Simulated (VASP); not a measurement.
Write the native input for VASP 6.6.1 that does the following.

* Task: single point
* Functional: PBE
* Potentials or basis: VASP PAW PBE potentials, release 64 (P)
* Cutoff: 520 eV
* k mesh: 10 × 10 × 7
* Occupations: methfessel-paxton, width 0.2 eV
* Spin: no spin polarisation
* Dipole correction: no
* Further INCAR settings: ALGO = Normal; EDIFF = 1e-06; NBANDS = 18

The structure of P lies in POSCAR:

```
P
1.0
    1.6601582724     -5.6150920368      0.0000000000
    1.6601582724      5.6150920368      0.0000000000
    0.0000000000      0.0000000000      4.5441911093
P
4
Direct
    0.0944674488      0.9055325512      0.9141610962
    0.5944674488      0.4055325512      0.5858389038
    0.9055325512      0.0944674488      0.0858389038
    0.4055325512      0.5944674488      0.4141610962
```

These files were run (other wordings do the same):

INCAR

```
PREC     = Accurate       # precision mode
ENCUT    = 520            # plane-wave cutoff, eV
EDIFF    = 1E-6           # SCF threshold, eV
ISMEAR   = 1              # smearing method
SIGMA    = 0.2            # smearing width, eV
LREAL    = False          # projectors in reciprocal space
LASPH    = True           # aspherical terms in the spheres
NELM     = 80             # most SCF steps
ALGO     = Normal         # electronic algorithm
ISIF     = 2              # what is computed and relaxed
LWAVE    = False          # write WAVECAR
LCHARG   = False          # write CHGCAR
GGA      = PE             # functional
NBANDS   = 18             # bands
```

KPOINTS

```
regular mesh
0
Gamma
  10 10 7
```

Potentials or basis: VASP PAW PBE potentials, release 64 (P).

The run is started by

```console
$ cat potpaw_PBE.64/P/POTCAR > POTCAR
$ mpirun -np 1 vasp_std > vasp.out
```

It gave:

```json
{
  "Pressure": "-0.4 GPa",
  "Largest force": "0.054 eV/Å",
  "Band gap on the k mesh": "0.14 eV, direct"
}
```

It took 93 s on 1 thread of Intel(R) Xeon(R) 6975P-C (Granite Rapids) (shared host), peak memory 0.33 GiB.
